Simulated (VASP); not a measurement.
# SrCl2 (fluorite type) (Fm-3m) in VASP: further runs

The runs below take SrCl2 (fluorite type) through single point, relaxation of cell and atoms, with PBE.

Program: VASP 6.6.1. These are calculated values, not measurements. Logs are shortened: lines on timing, memory, paths and dates and some standing lists are left out, and cuts for length are marked.

**1. The cell of the first run**

It takes space group Fm-3m (No. 225, cubic). The conventional cell has a = 7.040 Å, b = 7.040 Å, c = 7.040 Å, α = 90.00°, β = 90.00°, γ = 90.00°. Sr (site symmetry m-3m) has 8 Cl at 3.05 Å within 4.0 Å. Cl (site symmetry -43m) has 4 Sr at 3.05 Å and 6 Cl at 3.52 Å within 4.0 Å.

**2. Single point, PBE**

Contents of INCAR:

```
SYSTEM = SrCl2
  ALGO = Normal
  EDIFF = 1E-6
  ENCUT = 520
  GGA = PE
  ISIF = 2
  ISMEAR = -1
  LASPH = .True.
  LCHARG = .True.
  LELF = .True.
  LREAL = .False.
  LVHAR = .True.
  LWAVE = .False.
  NBANDS = 19
  NELM = 100
  PREC = Accurate
  SIGMA = 0.08
```

Contents of KPOINTS:

```
k-points
0
Gamma
  10 10 10
  0 0 0
```

Contents of POSCAR:

```
SrCl2
1.0
    0.0000000000      3.5202332848      3.5202332848
    3.5202332848      0.0000000000      3.5202332848
    3.5202332848      3.5202332848      0.0000000000
Sr Cl
1 2
Direct
    0.0000000000      0.0000000000      0.0000000000
    0.2500000000      0.2500000000      0.2500000000
    0.7500000000      0.7500000000      0.7500000000
```

Potentials or basis: VASP PAW PBE potentials, release 64 (Sr_sv, Cl).

Run with:

```console
$ cat potpaw_PBE.64/Sr_sv/POTCAR potpaw_PBE.64/Cl/POTCAR > POTCAR
$ mpirun -np 1 vasp_std > vasp.out
```

OUTCAR:

```text
SYSTEM = SrCl2
   EDIFF = 1E-6
   ENCUT = 520
   GGA = PE
   ISIF = 2
   ISMEAR = -1
   LASPH = .True.
   LREAL = .False.
   NELM = 100
   PREC = Accurate

 ion  position               nearest neighbor table
   1  0.000  0.000  0.000-   2 3.05   3 3.05   3 3.05   3 3.05   3 3.05   2 3.05   2 3.05   2 3.05

   2  0.250  0.250  0.250-   1 3.05   1 3.05   1 3.05   1 3.05
   3  0.750  0.750  0.750-   1 3.05   1 3.05   1 3.05   1 3.05

  LATTYP: Found a face centered cubic cell.
 ALAT       =     7.0404665696

  Lattice vectors:

 A1 = (   0.0000000000,   3.5202332848,   3.5202332848)
 A2 = (   3.5202332848,   0.0000000000,   3.5202332848)
 A3 = (   3.5202332848,   3.5202332848,   0.0000000000)

Analysis of symmetry for initial positions (statically):
=====================================================================
 Subroutine PRICEL returns:
 Original cell was already a primitive cell.

 Routine SETGRP: Setting up the symmetry group for a
 face centered cubic supercell.

 Subroutine GETGRP returns: Found 48 space group operations
 (whereof 48 operations were pure point group operations)
 out of a pool of 48 trial point group operations.

The static configuration has the point symmetry O_h .

Analysis of symmetry for dynamics (positions and initial velocities):
=====================================================================
 Subroutine PRICEL returns:
 Original cell was already a primitive cell.

 Routine SETGRP: Setting up the symmetry group for a
 face centered cubic supercell.

 Subroutine GETGRP returns: Found 48 space group operations
 (whereof 48 operations were pure point group operations)
 out of a pool of 48 trial point group operations.

The dynamic configuration has the point symmetry O_h .

 Subroutine INISYM returns: Found 48 space group operations
 (whereof 48 operations are pure point group operations),
 and found     1 'primitive' translations

----------------------------------------------------------------------------------------

                                     Primitive cell

  volume of cell :      87.2458

  direct lattice vectors                    reciprocal lattice vectors
     0.000000000  3.520233285  3.520233285    -0.142036041  0.142036041  0.142036041
     3.520233285  0.000000000  3.520233285     0.142036041 -0.142036041  0.142036041
     3.520233285  3.520233285  0.000000000     0.142036041  0.142036041 -0.142036041

  length of vectors
     4.978361654  4.978361654  4.978361654     0.246013640  0.246013640  0.246013640

  position of ions in fractional coordinates (direct lattice)
     0.000000000  0.000000000  0.000000000
     0.250000000  0.250000000  0.250000000
     0.750000000  0.750000000  0.750000000

  ion indices of the primitive-cell ions
   primitive index   ion index
                 1           1
                 2           2
                 3           3

----------------------------------------------------------------------------------------

 KPOINTS: k-points

Automatic generation of k-mesh.
 Grid dimensions read from file:
 generate k-points for:   10   10   10

 Generating k-lattice:

  Cartesian coordinates                     Fractional coordinates (reciprocal lattice)
    -0.014203604  0.014203604  0.014203604     0.100000000  0.000000000  0.000000000
     0.014203604 -0.014203604  0.014203604     0.000000000  0.100000000  0.000000000
     0.014203604  0.014203604 -0.014203604     0.000000000  0.000000000  0.100000000

  Length of vectors
     0.024601364  0.024601364  0.024601364

  Shift w.r.t. Gamma in fractional coordinates (k-lattice)
     0.000000000  0.000000000  0.000000000

 Subroutine IBZKPT returns following result:
 ===========================================

 Found     47 irreducible k-points:

 Following reciprocal coordinates:
            Coordinates               Weight
  0.000000  0.000000  0.000000      1.000000
  0.100000  0.000000  0.000000      8.000000
  0.200000  0.000000  0.000000      8.000000
  0.300000  0.000000  0.000000      8.000000
  0.400000  0.000000  0.000000      8.000000
  0.500000  0.000000  0.000000      4.000000
[... 16 lines left out ...]
  0.300000  0.300000  0.000000      6.000000
  0.400000  0.300000  0.000000     24.000000
 [... further k-points ...]
   k-points           NKPTS =     47   k-points in BZ     NKDIM =     47   number of bands    NBANDS=     19
   number of dos      NEDOS =    301   number of ions     NIONS =      3
   total plane-waves  NPLWV =  64000
   dimension x,y,z NGX =    40 NGY =   40 NGZ =   40
   dimension x,y,z NGXF=    80 NGYF=   80 NGZF=   80
   ions per type =               1   2
   NGX,Y,Z   is equivalent  to a cutoff of  13.36, 13.36, 13.36 a.u.
   NGXF,Y,Z  is equivalent  to a cutoff of  26.71, 26.71, 26.71 a.u.
 SYSTEM =  SrCl2
   PREC   = accura    normal or accurate (medium, high low for compatibility)
   ISTART =      0    job   : 0-new  1-cont  2-samecut
   ICHARG =      2    charge: 1-file 2-atom 10-const
   ISPIN  =      1    spin polarized calculation?
   LNONCOLLINEAR =      F non collinear calculations
   LSORBIT =      F    spin-orbit coupling
   LASPH  =      T    aspherical Exc in radial PAW
   ENCUT  =  520.0 eV  38.22 Ry    6.18 a.u.   9.26  9.26  9.26*2*pi/ulx,y,z
   NELM   =    100;   NELMIN=  2; NELMDL= -5     # of ELM steps
   EDIFF  = 0.1E-05   stopping-criterion for ELM
   LREAL  =      F    real-space projection
   EDIFFG = 0.1E-04   stopping-criterion for IOM
   NSW    =      0    number of steps for IOM
   IBRION =     -1    ionic relax: 0-MD 1-quasi-New 2-CG
   NFREE  =      0    steps in history (QN), initial steepest desc. (CG)
   ISIF   =      2    stress and relaxation
   ISYM   =      2    0-nonsym 1-usesym 2-fastsym
   POTIM  = 0.5000    time-step for ionic-motion
   TEBEG  =    0.0;   TEEND  =   0.0 temperature during run
   PSTRESS=    0.0 pullay stress
   NELECT =      24.0000    total number of electrons
   NUPDOWN=      -1.0000    fix difference up-down
   EMIN   =  10.00;   EMAX   =-10.00  energy-range for DOS
   EFERMI =   0.00;   METHOD = LEGACY
   ISMEAR =    -1;   SIGMA  =   0.08  broadening in eV -4-tet -1-fermi 0-gaus
   EFERMI_NEDOS =   21; number of points for ismear=-14 and -15
   IALGO  =     38    algorithm
   IMIX   =      4    mixing-type and parameters
     AMIX     =   0.40;   BMIX     =  1.00
     AMIX_MAG =   1.60;   BMIX_MAG =  1.00
  volume/ion in A,a.u.               =      29.08       196.25
  Fermi-wavevector in a.u.,A,eV,Ry     =   1.064708  2.012006 15.423603  1.133603
  Thomas-Fermi vector in A             =   2.200235
   LORBIT       =      0    0 simple, 1 ext, 2 COOP (PROOUT), +10 PAW based schemes
   GGA     = PE    functional components
   LHFCALC =     F    Hartree Fock is set to
   AEXX    =    0.0000 exact exchange contribution
   IVDW    =     0    specifies the selected vdW correction
   LEPSILON=     F    determine dielectric tensor
   LRPA    =     F    only Hartree local field effects (RPA)
 non-spin polarized calculation
  energy-cutoff  :      520.00
  volume of cell :       87.25
 maximum number of plane-waves:      2397
 NGX is ok and might be reduce to    40
   NGX = 19   NGY = 19   NGZ = 19

 number of electron      23.9999999 magnetization

 Free energy of the ion-electron system (eV)
  ---------------------------------------------------
  ext. energy  EPLUGINS =         0.00000000
  ---------------------------------------------------
  free energy    TOTEN  =       -12.79138812 eV

  energy without entropy =      -12.79138812  energy(sigma->0) =      -12.79138812

 E-fermi :   1.7532     XC(G=0):  -8.1660

 val. band max:       -0.0234458309   @ k =   0.5000   0.5000   0.0000
 cond. band min:       5.2095203180   @ k =   0.0000   0.0000   0.0000
 fundamental gap:      5.2329661490
 Fermi energy:         1.7532013123

 k-point     1 :       0.0000    0.0000    0.0000
  band No.  band energies     occupation
      1     -33.0018      2.00000
      2     -14.9818      2.00000
      3     -14.9818      2.00000
      4     -14.9818      2.00000
      5     -13.2456      2.00000
      6     -12.4500      2.00000
[... 11 lines left out ...]
     18       8.9653      0.00000
     19       9.1276      0.00000

 k-point     2 :       0.1000    0.0000    0.0000
  band No.  band energies     occupation
      1     -33.0016      2.00000
      2     -15.0102      2.00000
      3     -14.9830      2.00000
      4     -14.9830      2.00000
      5     -13.1941      2.00000
      6     -12.4711      2.00000
[... 11 lines left out ...]
     18       8.7669      0.00000
     19       9.4114      0.00000

 k-point     3 :       0.2000    0.0000    0.0000
  band No.  band energies     occupation
      1     -33.0009      2.00000
      2     -15.0775      2.00000
      3     -14.9860      2.00000
      4     -14.9860      2.00000
      5     -13.0695      2.00000
      6     -12.5213      2.00000
[... 11 lines left out ...]
     18       8.5708      0.00000
     19       9.6010      0.00000

 k-point     4 :       0.3000    0.0000    0.0000
  band No.  band energies     occupation
      1     -33.0001      2.00000
      2     -15.1499      2.00000
      3     -14.9896      2.00000
      4     -14.9896      2.00000
      5     -12.9427      2.00000
      6     -12.5634      2.00000
[... 11 lines left out ...]
     18       8.4630      0.00000
     19       9.1724      0.00000

 k-point     5 :       0.4000    0.0000    0.0000
  band No.  band energies     occupation
      1     -32.9994      2.00000
      2     -15.2017      2.00000
      3     -14.9926      2.00000
      4     -14.9926      2.00000
      5     -12.8803      2.00000
      6     -12.5610      2.00000
[... 11 lines left out ...]
     18       8.4542      0.00000
     19       8.5324      0.00000
[... 334 lines left out ...]
      2     -15.1658      2.00000
      3     -15.0607      2.00000
      4     -14.9938      2.00000
      5     -12.7895      2.00000
      6     -12.6112      2.00000
[... 11 lines left out ...]
     18       8.4020      0.00000
     19       9.4838      0.00000

 k-point    22 :      -0.2000    0.2000    0.0000
  band No.  band energies     occupation
      1     -32.9998      2.00000
      2     -15.1404      2.00000
      3     -15.0314      2.00000
      4     -14.9896      2.00000
      5     -12.8741      2.00000
      6     -12.5951      2.00000
[... 11 lines left out ...]
     18       8.5993      0.00000
     19       9.7344      0.00000

 k-point    23 :       0.3000    0.3000    0.0000
  band No.  band energies     occupation
      1     -32.9995      2.00000
      2     -15.1875      2.00000
      3     -15.0004      2.00000
      4     -15.0004      2.00000
      5     -12.7973      2.00000
      6     -12.6383      2.00000
[... 11 lines left out ...]
     18       7.9463      0.00000
     19       9.2300      0.00000

 k-point    24 :       0.4000    0.3000    0.0000
  band No.  band energies     occupation
      1     -32.9990      2.00000
      2     -15.2168      2.00000
      3     -15.0152      2.00000
      4     -15.0038      2.00000
      5     -12.7101      2.00000
      6     -12.6685      2.00000
[... 11 lines left out ...]
     18       8.1874      0.00000
     19       9.5017      0.00000

 [... further k-points ...]
[... 5 lines left out ...]
  --------------------------------------------------------------------------------------
  -------------------------------------------------------------------------------------
  Total        0.0453888      0.0453888      0.0453888     -0.0000000      0.0000000     -0.0000000
  in kB        0.8335179      0.8335179      0.8335179     -0.0000000      0.0000000     -0.0000000
  external PRESSURE =       0.8335179 kB  Pullay stress =       0.0000000 kB

 VOLUME and BASIS-vectors are now :
 -----------------------------------------------------------------------------
  energy-cutoff  :      520.00
  volume of cell :       87.25
      direct lattice vectors                 reciprocal lattice vectors
     0.000000000  3.520233285  3.520233285    -0.142036041  0.142036041  0.142036041
     3.520233285  0.000000000  3.520233285     0.142036041 -0.142036041  0.142036041
     3.520233285  3.520233285  0.000000000     0.142036041  0.142036041 -0.142036041

 POSITION                                       TOTAL-FORCE (eV/Angst)
 -----------------------------------------------------------------------------------
      0.00000      0.00000      0.00000         0.000000     -0.000000     -0.000000
      1.76012      1.76012      1.76012        -0.000000      0.000000      0.000000
      5.28035      5.28035      5.28035        -0.000000     -0.000000     -0.000000
 -----------------------------------------------------------------------------------
    total drift:                               -0.000000     -0.000000      0.000000

  FREE ENERGIE OF THE ION-ELECTRON SYSTEM (eV)
  ---------------------------------------------------
  free  energy   TOTEN  =       -12.7913881165 eV

  energy  without entropy=      -12.7913881165  energy(sigma->0) =      -12.79138812
```

Wall time 80 s (1 thread of Intel Xeon Platinum 8375C at 2.90GHz (Ice Lake), shared host); peak memory 0.27 GiB.

Results:

- Free energy: -12.7914 eV
- Pressure: 0.1 GPa
- Band gap on the k mesh: 5.23 eV, indirect (least direct gap 5.52 eV)

Levels at points of the mesh, in eV from the valence-band top:
```csv
k point,band 8,band 9,band 10,band 11,band 12,band 13,band 14,band 15,band 16,band 17
"(0.00, 0.00, 0.00)",-2.03,-2.03,-0.33,-0.33,-0.33,5.23,6.10,6.10,8.99,8.99
"(0.50, 0.00, 0.00)",-1.49,-1.45,-1.27,-1.01,-1.01,6.69,6.69,7.41,7.83,8.49
"(0.50, 0.50, 0.00)",-1.81,-1.81,-0.38,-0.38,0.00,5.52,6.96,7.53,7.92,7.92
```

**3. Relaxation of cell and atoms, PBE**

This run uses another cell than the first one, of 24.57 Å³/atom, 0.845 times its volume.

Contents of INCAR:

```
SYSTEM = SrCl2
PREC = Accurate
ENCUT = 600
EDIFF = 1E-6
ISMEAR = -1
SIGMA = 0.08
LREAL = .False.
LASPH = .True.
NELM = 100
ALGO = Normal
ISIF = 3
LWAVE = .False.
LCHARG = .False.
GGA = PE
IBRION = 2
NSW = 100
EDIFFG = -0.005
```

Contents of KPOINTS:

```
regular mesh
0
Gamma
  10 10 10
  0 0 0
```

Contents of POSCAR:

```
SrCl2
1.0
    0.0000000000      3.3276613192      3.3276613192
    3.3276613192      0.0000000000      3.3276613192
    3.3276613192      3.3276613192      0.0000000000
Sr Cl
1 2
Direct
    0.0000000000      0.0000000000      0.0000000000
    0.2500000000      0.2500000000      0.2500000000
    0.7500000000      0.7500000000      0.7500000000
```

Potentials or basis: VASP PAW PBE potentials, release 64 (Sr_sv, Cl).

Run with:

```console
$ cat potpaw_PBE.64/Sr_sv/POTCAR potpaw_PBE.64/Cl/POTCAR > POTCAR
$ mpirun -np 1 vasp_std > vasp.out
```

Run time: 3.4 min. Hardware: 1 thread of Intel Xeon Platinum 8375C at 2.90GHz (Ice Lake), shared host; peak memory 0.28 GiB.

It converged, with:

- Free energy: -12.7900 eV
- Relaxed volume: 29.17 Å³/atom
- Relaxed cell: a = 4.984 Å, b = 4.984 Å, c = 4.984 Å, α = 60.00°, β = 60.00°, γ = 60.00°
- Space group after relaxing (to 0.05 Å): Fm-3m (No. 225)
- Energy gained by relaxing: 105.0 meV/atom
- Ionic steps: 5
- Pressure after relaxing: 0.0 GPa
- Band gap on the k mesh: 5.22 eV, indirect (least direct gap 5.52 eV)

The path:
```
step  energy change (eV)  largest force (eV/Å)  pressure (GPa)  volume (Å³)
   1              0.0000                0.0000            8.55        73.70
   2             -0.3137                0.0000           -0.41        88.57
   3             -0.3151                0.0000            0.03        87.41
   4             -0.3150                0.0000           -0.08        87.70
   5             -0.3151                0.0000           -0.01        87.52
```

Final structure:
```
CELL_PARAMETERS angstrom
0.00000 3.52391 3.52391
3.52391 0.00000 3.52391
3.52391 3.52391 0.00000
ATOMIC_POSITIONS crystal
Sr 0.00000 0.00000 0.00000
Cl 0.25000 0.25000 0.25000
Cl 0.75000 0.75000 0.75000
```

Levels at points of the mesh, in eV from the valence-band top:
| k point | band 10 | band 11 | band 12 | band 13 | band 14 | band 15 |
| --- | --- | --- | --- | --- | --- | --- |
| (0.00, 0.00, 0.00) | -0.33 | -0.33 | -0.33 | 5.22 | 6.10 | 6.10 |
| (0.50, 0.00, 0.00) | -1.26 | -1.01 | -1.01 | 6.68 | 6.68 | 7.40 |
| (0.50, 0.50, 0.00) | -0.38 | -0.38 | 0.00 | 5.52 | 6.96 | 7.52 |

Caveat: the volume moved by over 15 % at a fixed basis, so the end points are rough. As with any semilocal functional, this PBE gap is likely too small.
